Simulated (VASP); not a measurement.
# GdO (F-43m) in VASP: single point with PBE+U

Aim: the single point of GdO with PBE+U.

Program: VASP 6.6.1. These are calculated values, not measurements. Logs are shortened: lines on timing, memory, paths and dates and some standing lists are left out, and cuts for length are marked.

### 1 The cell of the first run

Symmetry: F-43m, No. 216, cubic system. Conventional cell: a = 5.397 Å, b = 5.397 Å, c = 5.397 Å, α = 90.00°, β = 90.00°, γ = 90.00°. Within 3.1 Å of Gd (site symmetry -43m) lie 4 O at 2.34 Å. O (site symmetry -43m) has 4 Gd at 2.34 Å within 3.1 Å.

### 2 Single point, PBE+U

Contents of INCAR:

```
PREC     = Accurate       # precision mode
ENCUT    = 520            # plane-wave cutoff, eV
EDIFF    = 1E-7           # SCF threshold, eV
ISMEAR   = 0              # smearing method
SIGMA    = 0.05           # smearing width, eV
LREAL    = F              # projectors in reciprocal space
LASPH    = T              # aspherical terms in the spheres
NELM     = 150            # most SCF steps
ALGO     = Normal         # electronic algorithm
ISIF     = 2              # what is computed and relaxed
LWAVE    = F              # write WAVECAR
LCHARG   = T              # write CHGCAR
LMAXMIX  = 6              # l up to which the mixer works
LDAU     = T              # DFT+U
LDAUTYPE = 2            
LDAUL    = 3 -1           # shell
LDAUU    = 6 0            # U, eV
LDAUJ    = 0 0          
LDAUPRINT= 1            
GGA      = PE             # functional
LELF     = T              # ELF
LVHAR    = T            
NBANDS   = 19             # bands
```

Contents of KPOINTS:

```
Automatic mesh
0
Gamma
  10 10 10
```

Contents of POSCAR:

```
GdO
1.0
    0.0000000000      2.6984308834      2.6984308834
    2.6984308834      0.0000000000      2.6984308834
    2.6984308834      2.6984308834      0.0000000000
Gd O
1 1
Direct
    0.0000000000      0.0000000000      0.0000000000
    0.2500000000      0.2500000000      0.2500000000
```

Potentials or basis: VASP PAW PBE potentials, release 64 (Gd, O).

Started as:

```
cat potpaw_PBE.64/Gd/POTCAR potpaw_PBE.64/O/POTCAR > POTCAR
mpirun -np 1 vasp_std > vasp.out
```

OUTCAR:

```text
PREC = Accurate
   ENCUT = 520
   EDIFF = 1E-7
   ISMEAR = 0
   LREAL = F
   LASPH = T
   NELM = 150
   ISIF = 2
   GGA = PE

 ion  position               nearest neighbor table
   1  0.000  0.000  0.000-   2 2.34   2 2.34   2 2.34   2 2.34
   2  0.250  0.250  0.250-   1 2.34   1 2.34   1 2.34   1 2.34

  LATTYP: Found a face centered cubic cell.
 ALAT       =     5.3968617668

  Lattice vectors:

 A1 = (   0.0000000000,   2.6984308834,   2.6984308834)
 A2 = (   2.6984308834,   0.0000000000,   2.6984308834)
 A3 = (   2.6984308834,   2.6984308834,   0.0000000000)

Analysis of symmetry for initial positions (statically):
=====================================================================
 Subroutine PRICEL returns:
 Original cell was already a primitive cell.

 Routine SETGRP: Setting up the symmetry group for a
 face centered cubic supercell.

 Subroutine GETGRP returns: Found 24 space group operations
 (whereof 24 operations were pure point group operations)
 out of a pool of 48 trial point group operations.

The static configuration has the point symmetry T_d .

Analysis of symmetry for dynamics (positions and initial velocities):
=====================================================================
 Subroutine PRICEL returns:
 Original cell was already a primitive cell.

 Routine SETGRP: Setting up the symmetry group for a
 face centered cubic supercell.

 Subroutine GETGRP returns: Found 24 space group operations
 (whereof 24 operations were pure point group operations)
 out of a pool of 48 trial point group operations.

The dynamic configuration has the point symmetry T_d .

 Subroutine INISYM returns: Found 24 space group operations
 (whereof 24 operations are pure point group operations),
 and found     1 'primitive' translations

----------------------------------------------------------------------------------------

                                     Primitive cell

  volume of cell :      39.2974

  direct lattice vectors                    reciprocal lattice vectors
     0.000000000  2.698430883  2.698430883    -0.185292869  0.185292869  0.185292869
     2.698430883  0.000000000  2.698430883     0.185292869 -0.185292869  0.185292869
     2.698430883  2.698430883  0.000000000     0.185292869  0.185292869 -0.185292869

  length of vectors
     3.816157552  3.816157552  3.816157552     0.320936663  0.320936663  0.320936663

  position of ions in fractional coordinates (direct lattice)
     0.000000000  0.000000000  0.000000000
     0.250000000  0.250000000  0.250000000

  ion indices of the primitive-cell ions
   primitive index   ion index
                 1           1
                 2           2

----------------------------------------------------------------------------------------

 KPOINTS: Automatic mesh

Automatic generation of k-mesh.
 Grid dimensions read from file:
 generate k-points for:   10   10   10

 Generating k-lattice:

  Cartesian coordinates                     Fractional coordinates (reciprocal lattice)
[... 78 lines left out ...]
   IMIX   =      4    mixing-type and parameters
     AMIX     =   0.40;   BMIX     =  1.00
     AMIX_MAG =   1.60;   BMIX_MAG =  1.00
  volume/ion in A,a.u.               =      19.65       132.60
  Fermi-wavevector in a.u.,A,eV,Ry     =   1.388963  2.624759 26.248600  1.929218
  Thomas-Fermi vector in A             =   2.513039
   LORBIT       =      0    0 simple, 1 ext, 2 COOP (PROOUT), +10 PAW based schemes
 LDA+U is selected, type is set to LDAUTYPE =  2
   angular momentum for each species LDAUL =     3   -1
   U (eV)           for each species LDAUU =   6.0  0.0
   J (eV)           for each species LDAUJ =   0.0  0.0
   GGA     = PE    functional components
   LHFCALC =     F    Hartree Fock is set to
   AEXX    =    0.0000 exact exchange contribution
   IVDW    =     0    specifies the selected vdW correction
   LEPSILON=     F    determine dielectric tensor
   LRPA    =     F    only Hartree local field effects (RPA)
 non-spin polarized calculation
 Gauss-broadening in eV      SIGMA  =   0.05
  energy-cutoff  :      520.00
  volume of cell :       39.30
 maximum number of plane-waves:      1073
   NGX = 15   NGY = 15   NGZ = 15

atom =   1  type =  1  l = 3

 onsite density matrix

spin component  1

  0.3699  0.0000 -0.4730  0.0000  0.0000  0.0000  0.0000
  0.0000  0.8039  0.0000  0.0000 -0.0000  0.0000 -0.0000
 -0.4730  0.0000  0.6142  0.0000  0.0000 -0.0000 -0.0000
  0.0000  0.0000  0.0000  0.0035 -0.0000  0.0000  0.0000
  0.0000 -0.0000  0.0000 -0.0000  0.6142  0.0000  0.4730
  0.0000  0.0000 -0.0000  0.0000  0.0000  0.9806  0.0000
  0.0000 -0.0000 -0.0000  0.0000  0.4730  0.0000  0.3699

spin component  2

  0.3699  0.0000 -0.4730  0.0000  0.0000  0.0000  0.0000
  0.0000  0.8039  0.0000  0.0000 -0.0000  0.0000 -0.0000
 -0.4730  0.0000  0.6142  0.0000  0.0000 -0.0000 -0.0000
  0.0000  0.0000  0.0000  0.0035 -0.0000  0.0000  0.0000
  0.0000 -0.0000  0.0000 -0.0000  0.6142  0.0000  0.4730
  0.0000  0.0000 -0.0000  0.0000  0.0000  0.9806  0.0000
  0.0000 -0.0000 -0.0000  0.0000  0.4730  0.0000  0.3699

 occupancies and eigenvectors

  o =  0.0035  v =  0.0002  0.0000  0.0002 -0.9996 -0.0179 -0.0000  0.0232  0.0000  0.0000  0.0000  0.0000  0.0000  0.0000  0.0000      0.0000  0.0000  0.0000  0.0000  0.0000  0.0000  0.0000  0.0000  0.0000  0.0000  0.0000  0.0000  0.0000  0.0000
  o =  0.0035  v =  0.0000  0.0000  0.0000  0.0000  0.0000  0.0000  0.0000  0.0002  0.0000  0.0002 -0.9996 -0.0179 -0.0000  0.0232      0.0000  0.0000  0.0000  0.0000  0.0000  0.0000  0.0000  0.0000  0.0000  0.0000  0.0000  0.0000  0.0000  0.0000
  o =  0.0035  v =  0.7906 -0.0000  0.6124  0.0003 -0.0003 -0.0000  0.0004  0.0000  0.0000  0.0000  0.0000  0.0000  0.0000  0.0000      0.0000  0.0000  0.0000  0.0000  0.0000  0.0000  0.0000  0.0000  0.0000  0.0000  0.0000  0.0000  0.0000  0.0000
  o =  0.0035  v =  0.0000  0.0000  0.0000  0.0000  0.0000  0.0000  0.0000  0.7906 -0.0000  0.6124  0.0003 -0.0003 -0.0000  0.0004      0.0000  0.0000  0.0000  0.0000  0.0000  0.0000  0.0000  0.0000  0.0000  0.0000  0.0000  0.0000  0.0000  0.0000
  o =  0.0035  v = -0.0004 -0.0000 -0.0003  0.0293 -0.6121 -0.0000  0.7902  0.0000  0.0000  0.0000  0.0000  0.0000  0.0000  0.0000      0.0000  0.0000  0.0000  0.0000  0.0000  0.0000  0.0000  0.0000  0.0000  0.0000  0.0000  0.0000  0.0000  0.0000
  o =  0.0035  v =  0.0000  0.0000  0.0000  0.0000  0.0000  0.0000  0.0000 -0.0004 -0.0000 -0.0003  0.0293 -0.6121 -0.0000  0.7902      0.0000  0.0000  0.0000  0.0000  0.0000  0.0000  0.0000  0.0000  0.0000  0.0000  0.0000  0.0000  0.0000  0.0000
  o =  0.8039  v =  0.0000  1.0000 -0.0000  0.0000  0.0000 -0.0000  0.0000  0.0000  0.0000  0.0000  0.0000  0.0000  0.0000  0.0000      0.0000  0.0000  0.0000  0.0000  0.0000  0.0000  0.0000  0.0000  0.0000  0.0000  0.0000  0.0000  0.0000  0.0000
  o =  0.8039  v =  0.0000  0.0000  0.0000  0.0000  0.0000  0.0000  0.0000  0.0000  1.0000 -0.0000  0.0000  0.0000 -0.0000  0.0000      0.0000  0.0000  0.0000  0.0000  0.0000  0.0000  0.0000  0.0000  0.0000  0.0000  0.0000  0.0000  0.0000  0.0000
  o =  0.9806  v =  0.0000  0.0000  0.0000  0.0000  0.0000  0.0000  0.0000 -0.6124  0.0000  0.7906  0.0000 -0.0015  0.0000 -0.0012      0.0000  0.0000  0.0000  0.0000  0.0000  0.0000  0.0000  0.0000  0.0000  0.0000  0.0000  0.0000  0.0000  0.0000
  o =  0.9806  v = -0.6124  0.0000  0.7906  0.0000 -0.0015  0.0000 -0.0012  0.0000  0.0000  0.0000  0.0000  0.0000  0.0000  0.0000      0.0000  0.0000  0.0000  0.0000  0.0000  0.0000  0.0000  0.0000  0.0000  0.0000  0.0000  0.0000  0.0000  0.0000
  o =  0.9806  v = -0.0012 -0.0000  0.0015 -0.0000  0.7903  0.0246  0.6122  0.0000  0.0000  0.0000  0.0000  0.0000  0.0000  0.0000      0.0000  0.0000  0.0000  0.0000  0.0000  0.0000  0.0000  0.0000  0.0000  0.0000  0.0000  0.0000  0.0000  0.0000
  o =  0.9806  v =  0.0000  0.0000  0.0000  0.0000  0.0000  0.0000  0.0000 -0.0012 -0.0000  0.0015 -0.0000  0.7903  0.0246  0.6122      0.0000  0.0000  0.0000  0.0000  0.0000  0.0000  0.0000  0.0000  0.0000  0.0000  0.0000  0.0000  0.0000  0.0000
  o =  0.9806  v =  0.0000  0.0000  0.0000  0.0000  0.0000  0.0000  0.0000  0.0000  0.0000 -0.0000  0.0000 -0.0194  0.9997 -0.0151      0.0000  0.0000  0.0000  0.0000  0.0000  0.0000  0.0000  0.0000  0.0000  0.0000  0.0000  0.0000  0.0000  0.0000
  o =  0.9806  v =  0.0000  0.0000 -0.0000  0.0000 -0.0194  0.9997 -0.0151  0.0000  0.0000  0.0000  0.0000  0.0000  0.0000  0.0000      0.0000  0.0000  0.0000  0.0000  0.0000  0.0000  0.0000  0.0000  0.0000  0.0000  0.0000  0.0000  0.0000  0.0000

 number of electron      23.9999995 magnetization

 Free energy of the ion-electron system (eV)
  ---------------------------------------------------
  ext. energy  EPLUGINS =         0.00000000
  ---------------------------------------------------
  free energy    TOTEN  =       -11.96986858 eV

  energy without entropy =      -11.96986858  energy(sigma->0) =      -11.96986858

 E-fermi :   3.8071     XC(G=0):  -9.9774

 val. band max:        3.5741497826   @ k =  -0.3000   0.5000   0.2000
 cond. band min:       4.0174116917   @ k =   0.0000   0.0000   0.0000
 fundamental gap:      0.4432619091
 Fermi energy:         3.8070559237

 k-point     1 :       0.0000    0.0000    0.0000
  band No.  band energies     occupation
      1     -38.2444      2.00000
      2     -16.2091      2.00000
      3     -16.2091      2.00000
      4     -16.2091      2.00000
      5     -15.2293      2.00000
      6      -1.3562      2.00000
[... 505 lines left out ...]
      6      -1.8942      2.00000
[... 11 lines left out ...]
     18       8.8671      0.00000
     19       9.7892      0.00000

 [... further k-points ...]

------------------------ aborting loop because EDIFF is reached ----------------------------------------

  FORCE on cell =-STRESS in cart. coord.  units (eV):
  Direction    XX          YY          ZZ          XY          YZ          ZX
  --------------------------------------------------------------------------------------
  -------------------------------------------------------------------------------------
  Total        0.3113951      0.3113951      0.3113951      0.0000000      0.0000000      0.0000000
  in kB       12.6957511     12.6957511     12.6957511      0.0000000      0.0000000      0.0000000
  external PRESSURE =      12.6957511 kB  Pullay stress =       0.0000000 kB

 VOLUME and BASIS-vectors are now :
 -----------------------------------------------------------------------------
  energy-cutoff  :      520.00
  volume of cell :       39.30
      direct lattice vectors                 reciprocal lattice vectors
     0.000000000  2.698430883  2.698430883    -0.185292869  0.185292869  0.185292869
     2.698430883  0.000000000  2.698430883     0.185292869 -0.185292869  0.185292869
     2.698430883  2.698430883  0.000000000     0.185292869  0.185292869 -0.185292869

 POSITION                                       TOTAL-FORCE (eV/Angst)
 -----------------------------------------------------------------------------------
      0.00000      0.00000      0.00000        -0.000000     -0.000000     -0.000000
      1.34922      1.34922      1.34922         0.000000      0.000000      0.000000
 -----------------------------------------------------------------------------------
    total drift:                               -0.000000     -0.000000     -0.000000

  FREE ENERGIE OF THE ION-ELECTRON SYSTEM (eV)
  ---------------------------------------------------
  free  energy   TOTEN  =       -11.9698685773 eV

  energy  without entropy=      -11.9698685773  energy(sigma->0) =      -11.96986858
```

Run time: 34 s. Hardware: 1 thread of AMD EPYC 9R45 (Zen 5), shared host; peak memory 0.16 GiB.

Results:

- Free energy: -11.9699 eV
- Pressure: 1.3 GPa
- Band gap on the k mesh: 0.44 eV (least direct gap 0.66 eV)

Eigenvalues of the final occupation matrices:
| site | spin | trace | eigenvalues |
| --- | --- | --- | --- |
| site 1 f | 1 | 3.76 | 0.00 0.00 0.00 0.80 0.98 0.98 0.98 |
| site 1 f | 2 | 3.76 | 0.00 0.00 0.00 0.80 0.98 0.98 0.98 |

Caveat: semilocal functionals underestimate gaps, and a narrow one can read as zero; spin-orbit coupling is left out, which moves the levels of the heavy elements. A k mesh can miss the band edges.
